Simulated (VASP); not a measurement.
Runs of VASP 6.6.1 on WSe2. The structure is that of space group P6_3/mmc (No. 194), or close to it. The cells are those of the table. 

```csv
task,cell,gap on the mesh (eV),pressure (GPa),largest force (eV/Å)
electric field gradients,"a = 3.389, b = 3.389, c = 12.970 Å, angles 90.0, 90.0, 120.0°, 6 atoms",0.90,(a),0.65
single point,"a = 3.290, b = 3.290, c = 13.359 Å, angles 90.0, 90.0, 120.0°, 6 atoms",1.01,-5.2,(b)
single point,"a = 3.323, b = 3.323, c = 12.970 Å, angles 90.0, 90.0, 120.0°, 6 atoms",0.90,-3.4,0.28
single point,"a = 3.290, b = 3.290, c = 12.711 Å, angles 90.0, 90.0, 120.0°, 6 atoms",0.83,2.5,0.52
single point,"a = 3.290, b = 3.290, c = 12.840 Å, angles 90.0, 90.0, 120.0°, 6 atoms",0.87,0.8,0.22
single point,"a = 3.290, b = 3.290, c = 13.100 Å, angles 90.0, 90.0, 120.0°, 6 atoms",0.94,-2.4,0.35
electric field gradients,"a = 3.224, b = 3.224, c = 12.970 Å, angles 90.0, 90.0, 120.0°, 6 atoms",(c),5.0,0.39
electric field gradients,"a = 3.290, b = 3.290, c = 12.711 Å, angles 90.0, 90.0, 120.0°, 6 atoms",0.83,2.5,0.51
```

Alike in all rows: level PBEsol; potentials or basis VASP PAW PBE potentials, release 64 (W_sv, Se); no spin polarisation; k mesh 11 × 11 × 3; cutoff (eV) 520; smearing fermi-dirac 0.08 eV.

Question: Estimate the missing entries.

Answer: (a) -7.7; (b) 0.87; (c) 0.93.

Caveats: the PAW data sets were made with another functional, which shifts forces and pressure a little; spin-orbit coupling is left out, which moves the levels of the heavy elements; this functional lacks dispersion, which binds the layers, so the pressure and a relaxed spacing across them are unreliable.

A k mesh can miss the band edges, and the runs leave out spin-orbit coupling on Se, W.
